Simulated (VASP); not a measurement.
Wanted: the native input for a VASP 6.6.1 run.

| Quantity | Value |
| --- | --- |
| Task | single point |
| Functional | r2SCAN |
| Potentials or basis | VASP PAW PBE potentials, release 64 (Ag, Sc_sv, Te) |
| Cutoff | 520 eV |
| k mesh | 6 × 6 × 6 |
| Occupations | gaussian, width 0.01 eV |
| Spin | no spin polarisation |
| Dipole correction | no |
| Further INCAR settings | ALGO = Normal; EDIFF = 1e-06; NBANDS = 25 |

Crystal: ScAgTe2.

```xyz
4
Lattice="2.1269 1.2279 7.0750 -2.1269 1.2279 7.0750 0.0000 -2.4559 7.0750" Properties=species:S:1:pos:R:3 pbc="T T T"
Ag    2.1269    1.2279    7.0750
Sc    0.0000    0.0000   10.6125
Te    0.0000    0.0000    5.2328
Te    0.0000    0.0000   15.9922
```

This cell differs from its parent crystal: volume changed by +3%.

These files were run (other wordings do the same):

POSCAR

```
ScAgTe2
1.0
    2.1268597717      1.2279430617      7.0749988396
   -2.1268597717      1.2279430617      7.0749988396
    0.0000000000     -2.4558861234      7.0749988396
Ag Sc Te
1 1 2
Direct
    1.0000000000      0.0000000000      0.0000000000
    0.5000000000      0.5000000000      0.5000000000
    0.2465396917      0.2465396917      0.2465396917
    0.7534603083      0.7534603083      0.7534603083
```

INCAR.step1

```
SYSTEM = ScAgTe2
PREC = Accurate
ENCUT = 520
ISMEAR = 0
SIGMA = 0.01
LREAL = .False.
LASPH = .True.
NELM = 80
NBANDS = 25
GGA = PE
ALGO = Normal
EDIFF = 1E-4
LWAVE = .True.
LCHARG = .False.
```

INCAR.step2

```
SYSTEM = ScAgTe2
PREC = Accurate
ENCUT = 520
EDIFF = 1E-6
ISMEAR = 0
SIGMA = 0.01
LREAL = .False.
LASPH = .True.
NELM = 80
ALGO = Normal
ISIF = 2
LWAVE = .False.
LCHARG = .False.
METAGGA = R2SCAN
LMIXTAU = .True.
NBANDS = 25
ISTART = 1
```

KPOINTS

```
Automatic mesh
0
Gamma
  6 6 6
  0 0 0
```

Potentials or basis: VASP PAW PBE potentials, release 64 (Ag, Sc_sv, Te).

Run with:

```bash
$ cat potpaw_PBE.64/Ag/POTCAR potpaw_PBE.64/Sc_sv/POTCAR potpaw_PBE.64/Te/POTCAR > POTCAR
$ cp INCAR.step1 INCAR
$ mpirun -np 1 vasp_std > vasp.out
$ cp INCAR.step2 INCAR
$ mpirun -np 1 vasp_std > vasp.out
```

It gave:

| Quantity | Value |
| --- | --- |
| Pressure | -1.5 GPa |
| Largest force | 0.062 eV/Å |
| Band gap on the k mesh | 0.68 eV, indirect (least direct gap 1.18 eV) |

Caveat: the PAW data sets were made with another functional, which shifts forces and pressure a little; spin-orbit coupling is left out, which moves the levels of the heavy elements.

It took 7.9 min on 1 thread of Intel(R) Xeon(R) 6975P-C (Granite Rapids) (shared host), peak memory 0.51 GiB.
